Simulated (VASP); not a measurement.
# ZnS (F-43m) in VASP: a series of runs

Runs on ZnS. Level: HSE06. Tasks: single point.

All numbers are computed with VASP 6.6.1; they aren't measurements. Logs are shortened: lines on timing, memory, paths and dates and some standing lists are left out, and cuts for length are marked.

**The experiment to reproduce.**

“Electronic, vibrational, and thermodynamic properties of ZnS (zincblende and rocksalt structure)”, 2009, arxiv:0911.5022 quotes, for a bulk crystal of ZnS at 19 K: band gap 3.85 eV (direct).

The results are compared with them further down.

### Step 1. The cell of the first run

It takes space group F-43m (No. 216, cubic). The conventional cell has a = 5.371 Å, b = 5.371 Å, c = 5.371 Å, α = 90.00°, β = 90.00°, γ = 90.00°. Within 3.1 Å of Zn (site symmetry -43m) lie 4 S at 2.33 Å. S (site symmetry -43m) has 4 Zn at 2.33 Å within 3.1 Å.

### Step 2. Single point, HSE06 (19.37 Å³/atom)

Contents of POSCAR:

```
ZnS
1.0
    0.0000000000      2.6853889112      2.6853889112
    2.6853889112      0.0000000000      2.6853889112
    2.6853889112      2.6853889112      0.0000000000
Zn S
1 1
Direct
    0.2500000000      0.2500000000      0.2500000000
    0.0000000000      0.0000000000      0.0000000000
```

Contents of INCAR.step1:

```
PREC = Accurate
ENCUT = 400
EDIFF = 1E-5
ISMEAR = 0
SIGMA = 0.02
LREAL = False
LASPH = True
NELM = 120
ALGO = Normal
ISIF = 2
LWAVE = True
LCHARG = False
NBANDS = 16
GGA = PE
GGA_COMPAT = False
```

Contents of INCAR.step2:

```
PREC = Accurate
ENCUT = 400
EDIFF = 1E-6
ISMEAR = 0
SIGMA = 0.02
LREAL = False
LASPH = True
NELM = 120
ALGO = Normal
ISIF = 2
LWAVE = False
LCHARG = False
GGA = PE
LHFCALC = True
HFSCREEN = 0.2079
PRECFOCK = Normal
NBANDS = 16
ISTART = 1
GGA_COMPAT = False
```

Contents of KPOINTS:

```
Automatic mesh
0
Gamma
  6 6 6
```

Potentials or basis: VASP PAW PBE potentials, release 64 (Zn, S).

On the command line:

```console
cat potpaw_PBE.64/Zn/POTCAR potpaw_PBE.64/S/POTCAR > POTCAR
cp INCAR.step1 INCAR
mpirun -np 1 vasp_std > vasp.out
cp INCAR.step2 INCAR
mpirun -np 1 vasp_std > vasp.out
```

OUTCAR:

```text
PREC = Accurate
   ENCUT = 400
   EDIFF = 1E-6
   ISMEAR = 0
   LREAL = False
   LASPH = True
   NELM = 120
   ISIF = 2
   GGA = PE
   LHFCALC = True
   HFSCREEN = 0.2079
   PRECFOCK = Normal
   ISTART = 1

 ion  position               nearest neighbor table
   1  0.250  0.250  0.250-   2 2.33   2 2.33   2 2.33   2 2.33
   2  0.000  0.000  0.000-   1 2.33   1 2.33   1 2.33   1 2.33

  LATTYP: Found a face centered cubic cell.
 ALAT       =     5.3707778224

  Lattice vectors:

 A1 = (   0.0000000000,   2.6853889112,   2.6853889112)
 A2 = (   2.6853889112,   0.0000000000,   2.6853889112)
 A3 = (   2.6853889112,   2.6853889112,   0.0000000000)

Analysis of symmetry for initial positions (statically):
=====================================================================
 Subroutine PRICEL returns:
 Original cell was already a primitive cell.

 Routine SETGRP: Setting up the symmetry group for a
 face centered cubic supercell.

 Subroutine GETGRP returns: Found 24 space group operations
 (whereof 24 operations were pure point group operations)
 out of a pool of 48 trial point group operations.

The static configuration has the point symmetry T_d .

Analysis of symmetry for dynamics (positions and initial velocities):
=====================================================================
 Subroutine PRICEL returns:
 Original cell was already a primitive cell.

 Routine SETGRP: Setting up the symmetry group for a
 face centered cubic supercell.

 Subroutine GETGRP returns: Found 24 space group operations
 (whereof 24 operations were pure point group operations)
 out of a pool of 48 trial point group operations.

The dynamic configuration has the point symmetry T_d .

 Subroutine INISYM returns: Found 24 space group operations
 (whereof 24 operations are pure point group operations),
 and found     1 'primitive' translations

----------------------------------------------------------------------------------------

                                     Primitive cell

  volume of cell :      38.7304

  direct lattice vectors                    reciprocal lattice vectors
     0.000000000  2.685388911  2.685388911    -0.186192770  0.186192770  0.186192770
     2.685388911  0.000000000  2.685388911     0.186192770 -0.186192770  0.186192770
     2.685388911  2.685388911  0.000000000     0.186192770  0.186192770 -0.186192770

  length of vectors
     3.797713418  3.797713418  3.797713418     0.322495338  0.322495338  0.322495338

  position of ions in fractional coordinates (direct lattice)
     0.250000000  0.250000000  0.250000000
     0.000000000  0.000000000  0.000000000

  ion indices of the primitive-cell ions
   primitive index   ion index
                 1           1
                 2           2

----------------------------------------------------------------------------------------

 KPOINTS: Automatic mesh

Automatic generation of k-mesh.
 Grid dimensions read from file:
 generate k-points for:    6    6    6

 Generating k-lattice:

  Cartesian coordinates                     Fractional coordinates (reciprocal lattice)
    -0.031032128  0.031032128  0.031032128     0.166666667  0.000000000  0.000000000
     0.031032128 -0.031032128  0.031032128     0.000000000  0.166666667  0.000000000
     0.031032128  0.031032128 -0.031032128     0.000000000  0.000000000  0.166666667

  Length of vectors
     0.053749223  0.053749223  0.053749223

  Shift w.r.t. Gamma in fractional coordinates (k-lattice)
     0.000000000  0.000000000  0.000000000

 Subroutine IBZKPT returns following result:
 ===========================================

 Found     16 irreducible k-points:

 Following reciprocal coordinates:
            Coordinates               Weight
  0.000000  0.000000  0.000000      1.000000
  0.166667  0.000000  0.000000      8.000000
  0.333333  0.000000  0.000000      8.000000
  0.500000  0.000000  0.000000      4.000000
  0.166667  0.166667  0.000000      6.000000
  0.333333  0.166667  0.000000     24.000000
[... 8 lines left out ...]
 -0.333333  0.333333  0.166667     24.000000
 -0.333333  0.500000  0.166667     12.000000
   k-points           NKPTS =     16   k-points in BZ     NKDIM =    216   number of bands    NBANDS=     16
   number of dos      NEDOS =    301   number of ions     NIONS =      2
   total plane-waves  NPLWV =  21952
   dimension x,y,z NGX =    28 NGY =   28 NGZ =   28
   dimension x,y,z NGXF=    56 NGYF=   56 NGZF=   56
   ions per type =               1   1
   NGX,Y,Z   is equivalent  to a cutoff of  12.26, 12.26, 12.26 a.u.
   NGXF,Y,Z  is equivalent  to a cutoff of  24.51, 24.51, 24.51 a.u.
 SYSTEM =  unknown system
   PREC   = accura    normal or accurate (medium, high low for compatibility)
   ISTART =      1    job   : 0-new  1-cont  2-samecut
   ICHARG =      0    charge: 1-file 2-atom 10-const
   ISPIN  =      1    spin polarized calculation?
   LNONCOLLINEAR =      F non collinear calculations
   LSORBIT =      F    spin-orbit coupling
   LASPH  =      T    aspherical Exc in radial PAW
   ENCUT  =  400.0 eV  29.40 Ry    5.42 a.u.   6.19  6.19  6.19*2*pi/ulx,y,z
   NELM   =    120;   NELMIN=  2; NELMDL=  0     # of ELM steps
   EDIFF  = 0.1E-05   stopping-criterion for ELM
   LREAL  =      F    real-space projection
   EDIFFG = 0.1E-04   stopping-criterion for IOM
   NSW    =      0    number of steps for IOM
   IBRION =     -1    ionic relax: 0-MD 1-quasi-New 2-CG
   NFREE  =      0    steps in history (QN), initial steepest desc. (CG)
   ISIF   =      2    stress and relaxation
   ISYM   =      3    0-nonsym 1-usesym 2-fastsym
   POTIM  = 0.5000    time-step for ionic-motion
   TEBEG  =    0.0;   TEEND  =   0.0 temperature during run
   PSTRESS=    0.0 pullay stress
   NELECT =      18.0000    total number of electrons
   NUPDOWN=      -1.0000    fix difference up-down
   EMIN   =  10.00;   EMAX   =-10.00  energy-range for DOS
   EFERMI =   0.00;   METHOD = LEGACY
   ISMEAR =     0;   SIGMA  =   0.02  broadening in eV -4-tet -1-fermi 0-gaus
   EFERMI_NEDOS =   21; number of points for ismear=-14 and -15
   IALGO  =     38    algorithm
   IMIX   =      1    mixing-type and parameters
     AMIX     =   0.40;   BMIX     =  1.00
     AMIX_MAG =   1.60;   BMIX_MAG =  1.00
  volume/ion in A,a.u.               =      19.37       130.68
  Fermi-wavevector in a.u.,A,eV,Ry     =   1.268085  2.396334 21.878718  1.608040
  Thomas-Fermi vector in A             =   2.401199
   LORBIT       =      0    0 simple, 1 ext, 2 COOP (PROOUT), +10 PAW based schemes
   GGA     = PE    functional components
   LHFCALC =     T    Hartree Fock is set to
   PRECFOCK=normal    Normal, Fast or Accurate (Low or Medium for compatibility)
   ENCUT4O =  -1.0   cutoff for four orbital integrals eV
   NKREDX  =     1    reduce k-point grid by
   NKREDY  =     1    reduce k-point grid by
   NKREDZ  =     1    reduce k-point grid by
   AEXX    =    0.2500 exact exchange contribution
   HFSCREEN=    0.2079 screening length (either q_TF or 0.3 A-1)
   HFSCREENC=   0.2079 screening length for correlation (either q_TF or 0.3 A-1)
   ENCUTFOCK=  -1.0 apply spherical cutoff to Coloumb kernel
   IVDW    =     0    specifies the selected vdW correction
   LEPSILON=     F    determine dielectric tensor
   LRPA    =     F    only Hartree local field effects (RPA)
 non-spin polarized calculation
 Gauss-broadening in eV      SIGMA  =   0.02
  energy-cutoff  :      400.00
  volume of cell :       38.73
 maximum number of plane-waves:       725
 NGX is ok and might be reduce to    28
  NGX = 20; NGY = 20; NGZ = 20

 number of electron      18.0000012 magnetization

 Free energy of the ion-electron system (eV)
  ---------------------------------------------------
  ext. energy  EPLUGINS =         0.00000000
  ---------------------------------------------------
  free energy    TOTEN  =        -8.36098168 eV

  energy without entropy =       -8.36098168  energy(sigma->0) =       -8.36098168

 E-fermi :   1.7120     XC(G=0):  -8.0408

 val. band max:        1.5550484108   @ k =   0.0000   0.0000   0.0000
 cond. band min:       4.9677998897   @ k =   0.0000   0.0000   0.0000
 fundamental gap:      3.4127514789
 Fermi energy:         1.7120292109

 k-point     1 :       0.0000    0.0000    0.0000
  band No.  band energies     occupation
      1     -12.9053      2.00000
      2      -6.3552      2.00000
      3      -6.3552      2.00000
      4      -6.3552      2.00000
      5      -5.8893      2.00000
      6      -5.8893      2.00000
[... 8 lines left out ...]
     15      14.7764      0.00000
     16      15.0527      0.00000

 k-point     2 :       0.1667    0.0000    0.0000
  band No.  band energies     occupation
      1     -12.6800      2.00000
      2      -6.3204      2.00000
      3      -6.3204      2.00000
      4      -6.3175      2.00000
      5      -5.8911      2.00000
      6      -5.8911      2.00000
[... 8 lines left out ...]
     15      13.8945      0.00000
     16      15.7191      0.00000

 k-point     3 :       0.3333    0.0000    0.0000
  band No.  band energies     occupation
      1     -12.1721      2.00000
      2      -6.2630      2.00000
      3      -6.2629      2.00000
      4      -6.0786      2.00000
      5      -5.8791      2.00000
      6      -5.8791      2.00000
[... 8 lines left out ...]
     15      14.6005      0.00000
     16      14.8179      0.00000

 k-point     4 :       0.5000    0.0000    0.0000
  band No.  band energies     occupation
      1     -11.8811      2.00000
      2      -6.2425      2.00000
      3      -6.2425      2.00000
      4      -5.8627      2.00000
      5      -5.8627      2.00000
      6      -5.6443      2.00000
[... 8 lines left out ...]
     15      16.6158      0.00000
     16      16.6158      0.00000
[... 172 lines left out ...]
 k-point    14 :       0.5000    0.3333    0.1667
  band No.  band energies     occupation
      1     -11.8231      2.00000
      2      -6.2105      2.00000
      3      -6.1777      2.00000
      4      -6.0318      2.00000
      5      -5.8636      2.00000
      6      -5.7592      2.00000
[... 8 lines left out ...]
     15      17.2489      0.00000
     16      17.9184      0.00000

 k-point    15 :      -0.3333    0.3333    0.1667
  band No.  band energies     occupation
      1     -11.6271      2.00000
      2      -6.1976      2.00000
      3      -6.1400      2.00000
      4      -5.9401      2.00000
      5      -5.8872      2.00000
      6      -5.5015      2.00000
[... 8 lines left out ...]
     15      16.9576      0.00000
     16      17.7633      0.00000

 k-point    16 :      -0.3333    0.5000    0.1667
  band No.  band energies     occupation
      1     -11.5373      2.00000
      2      -6.1990      2.00000
      3      -6.0885      2.00000
      4      -5.9834      2.00000
      5      -5.8637      2.00000
      6      -5.4685      2.00000
[... 8 lines left out ...]
     15      17.2286      0.00000
     16      18.0681      0.00000

------------------------ aborting loop because EDIFF is reached ----------------------------------------

  FORCE on cell =-STRESS in cart. coord.  units (eV):
  Direction    XX          YY          ZZ          XY          YZ          ZX
  --------------------------------------------------------------------------------------
  -------------------------------------------------------------------------------------
  Total        0.5139550      0.5139550      0.5139550     -0.0000000     -0.0000000     -0.0000000
  in kB       21.2610226     21.2610226     21.2610226     -0.0000000     -0.0000000     -0.0000000
  external PRESSURE =      21.2610226 kB  Pullay stress =       0.0000000 kB

 VOLUME and BASIS-vectors are now :
 -----------------------------------------------------------------------------
  energy-cutoff  :      400.00
  volume of cell :       38.73
      direct lattice vectors                 reciprocal lattice vectors
     0.000000000  2.685388911  2.685388911    -0.186192770  0.186192770  0.186192770
     2.685388911  0.000000000  2.685388911     0.186192770 -0.186192770  0.186192770
     2.685388911  2.685388911  0.000000000     0.186192770  0.186192770 -0.186192770

 POSITION                                       TOTAL-FORCE (eV/Angst)
 -----------------------------------------------------------------------------------
      1.34269      1.34269      1.34269         0.000000      0.000000      0.000000
      0.00000      0.00000      0.00000        -0.000000     -0.000000     -0.000000
 -----------------------------------------------------------------------------------
    total drift:                               -0.000158     -0.000100     -0.000079

  FREE ENERGIE OF THE ION-ELECTRON SYSTEM (eV)
  ---------------------------------------------------
  free  energy   TOTEN  =        -8.3609816839 eV

  energy  without entropy=       -8.3609816839  energy(sigma->0) =       -8.36098168
```

Wall time 28 min (1 thread of AMD EPYC 9R14 (Zen 4), shared host); peak memory 0.23 GiB.

What came out:

```
Free energy            : -8.3610 eV
Pressure               : 2.1 GPa
Band gap on the k mesh : 3.41 eV
```

Levels at points of the mesh, in eV from the valence-band top:
```tsv
k point	band 7	band 8	band 9	band 10	band 11	band 12
(0.00, 0.00, 0.00)	0.00	0.00	0.00	3.41	7.67	7.67
(0.50, 0.00, 0.00)	-5.73	-0.94	-0.94	4.58	8.17	8.17
(0.50, 0.50, 0.00)	-5.08	-2.42	-2.42	4.33	5.25	12.70
```

Caveat: the PAW data sets were made with another functional, which shifts forces and pressure a little.

### Step 3. Single point, HSE06

This run uses another cell than the first one, of 19.96 Å³/atom.

Contents of POSCAR:

```
ZnS
1.0
    0.0000000000      2.7127927316      2.7127927316
    2.7127927316      0.0000000000      2.7127927316
    2.7127927316      2.7127927316      0.0000000000
Zn S
1 1
Direct
    0.2500000000      0.2500000000      0.2500000000
    0.0000000000      0.0000000000      0.0000000000
```

Contents of INCAR.step1:

```
SYSTEM = ZnS
PREC = Accurate ; ENCUT = 400
EDIFF = 1E-5 ; ISMEAR = 0
SIGMA = 0.02 ; LREAL = .False.
LASPH = .True. ; NELM = 120
ALGO = Normal ; ISIF = 2
LWAVE = .True. ; LCHARG = .False.
GGA = PE ; NBANDS = 16
GGA_COMPAT = .False.
```

Contents of INCAR.step2:

```
SYSTEM = ZnS
PREC = Accurate ; ENCUT = 400
EDIFF = 1E-6 ; ISMEAR = 0
SIGMA = 0.02 ; LREAL = .False.
LASPH = .True. ; NELM = 120
ALGO = Normal ; ISIF = 2
LWAVE = .False. ; LCHARG = .False.
GGA = PE ; LHFCALC = .True.
HFSCREEN = 0.2079 ; PRECFOCK = Normal
ISTART = 1 ; NBANDS = 16
GGA_COMPAT = .False.
```

Contents of KPOINTS:

```
regular mesh
0
Gamma
  6 6 6
  0 0 0
```

Potentials or basis: VASP PAW PBE potentials, release 64 (Zn, S).

On the command line:

```console
cat potpaw_PBE.64/Zn/POTCAR potpaw_PBE.64/S/POTCAR > POTCAR
cp INCAR.step1 INCAR
mpirun -np 1 vasp_std > vasp.out
cp INCAR.step2 INCAR
mpirun -np 1 vasp_std > vasp.out
```

Run time: 29 min. Hardware: 1 thread of AMD EPYC 9R14 (Zen 4), shared host; peak memory 0.23 GiB.

Results (log left out):

```yaml
Free_energy: -8.3701 eV
Pressure: -0.3 GPa
Band_gap_on_the_k_mesh: 3.27 eV
```

Levels at points of the mesh, in eV from the valence-band top:
| k point | band 5 | band 6 | band 7 | band 8 | band 9 | band 10 | band 11 | band 12 | band 13 | band 14 |
| --- | --- | --- | --- | --- | --- | --- | --- | --- | --- | --- |
| (0.00, 0.00, 0.00) | -7.37 | -7.37 | 0.00 | 0.00 | 0.00 | 3.27 | 7.68 | 7.68 | 7.68 | 13.17 |
| (0.50, 0.00, 0.00) | -7.35 | -7.14 | -5.52 | -0.90 | -0.90 | 4.51 | 8.18 | 8.18 | 10.16 | 13.55 |
| (0.50, 0.50, 0.00) | -7.31 | -7.10 | -4.93 | -2.30 | -2.30 | 4.40 | 5.25 | 12.45 | 13.61 | 13.61 |

Caveat: the PAW data sets were made with another functional, which shifts forces and pressure a little.

### Step 4. How close it comes

Step 3. Against the measured gap of ZnS, 3.85 eV (direct; 19 K; quoted in “Electronic, vibrational, and thermodynamic properties of ZnS (zincblende and rocksalt structure)”, 2009, arxiv:0911.5022), the calculated 3.27 eV is off by -0.58 eV. The value is that of HSE06, without temperature or zero-point motion.
